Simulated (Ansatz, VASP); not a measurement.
# AlN in VASP and in Ansatz

```
CELL_PARAMETERS angstrom
0.00000 2.18399 2.18399
2.18399 0.00000 2.18399
2.18399 2.18399 0.00000
ATOMIC_POSITIONS crystal
Al 0.00000 0.00000 0.00000
N 0.25000 0.25000 0.25000
```

Alike in both runs: task single point; functional revPBE; dispersion D4; k mesh 10 × 10 × 10; occupations fermi-dirac, width 0.05 eV; no spin polarisation.

|  | VASP | Ansatz |
| --- | --- | --- |
| version | VASP 6.6.1 | Ansatz 0.2.0 |
| potentials or method | VASP PAW PBE potentials, release 64 (Al, N) | Ansatz PAW |
| plane-wave cutoff (eV) | 600 | 420 |
| valence electrons in the cell | 8 | 8 |

```tsv
	VASP	Ansatz	Ansatz less VASP
gap on the k mesh at the Fermi level (eV)	3.35	3.35	+0.005
least direct gap on the mesh (eV)	4.22	4.20	-0.021
pressure (GPa)	-3.2	-2.5	+0.70
```

VASP's potentials were made for PBE, not for revPBE.
